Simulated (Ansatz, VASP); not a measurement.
Two plane-wave programs on AlGa3As4

```
Al Ga As
1.0
     5.74134    0.00000    0.00000
     0.00000    5.74134    0.00000
     0.00000    0.00000    5.74134
Al Ga As
1 3 4
Direct
  0.00000 0.00000 0.00000
  0.50000 0.50000 0.00000
  0.50000 0.00000 0.50000
  0.00000 0.50000 0.50000
  0.75069 0.75069 0.24931
  0.75069 0.24931 0.75069
  0.24931 0.75069 0.75069
  0.24931 0.24931 0.24931
```

Alike in both runs: functional PBE; k mesh 6 × 6 × 6; no spin polarisation.

Ansatz relaxed the structure, and its values are those at the end. VASP's run is a single point on that final structure, the one shown.

|  | VASP | Ansatz |
| --- | --- | --- |
| version | VASP 6.6.1 | Ansatz 0.2.0 |
| potentials or method | VASP PAW PBE potentials, release 64 (Al, Ga_d, As), cutoff 520 eV | scalar-relativistic, plane waves, PAW |
| occupations | gaussian, width 0.01 eV | fixed |
| valence electrons in the cell | 62 | 102 |

VASP gave:

```
gap on the k mesh at the Fermi level (eV) : 0.54
least direct gap on the mesh (eV)         : 0.54
pressure (GPa)                            : 0.2
```

**Question.** Estimate Ansatz's values.

**Answer.** gap on the k mesh at the Fermi level (eV): 0.54; least direct gap on the mesh (eV): 0.54; pressure (GPa): 0.0.

VASP's potentials hold 62 valence electrons a cell and Ansatz's 102, so a difference there can come from the potentials and not from the codes.
